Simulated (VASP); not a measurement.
Here is a VASP 6.6.1 calculation.

The input INCAR:

```
  PREC = Accurate
  ENCUT = 520
  EDIFF = 1E-6
  ISMEAR = 0
  SIGMA = 0.05
  LREAL = F
  LASPH = T
  NELM = 60
  ALGO = Normal
  ISIF = 2
  LWAVE = F
  LCHARG = F
  GGA = PS
  NBANDS = 14
```

KPOINTS

```
regular mesh
0
Gamma
  8 8 8
```

File POSCAR:

```
NaCl
1.0
    0.0000000000      2.9450200000      2.6052100000
    2.9450200000      0.0000000000      2.6052100000
    2.9450200000      2.9450200000      0.0000000000
Na Cl
1 1
Direct
    0.0000000000      0.0000000000      0.0000000000
    0.5000000000      0.5000000000      0.5000000000
```

Potentials or basis: VASP PAW PBE potentials, release 64 (Na_pv, Cl).

Command:

```console
$ cat potpaw_PBE.64/Na_pv/POTCAR potpaw_PBE.64/Cl/POTCAR > POTCAR
$ mpirun -np 1 vasp_std > vasp.out
```

Question: What does it give for the pressure?

Answer: 0.4 GPa.

Question: What does it give for the band gap on the k mesh?

Answer: 4.88 eV.

Stress tensor (GPa, compression positive):
```
-1.69  0.00  0.00
 0.00 -1.69  0.00
 0.00  0.00  4.51
```

Caveat: the cell differs from its parent crystal (strain +0.040 along x and y, -0.080 along z); the PAW data sets were made with another functional, which shifts forces and pressure a little. A k mesh can miss the band edges.
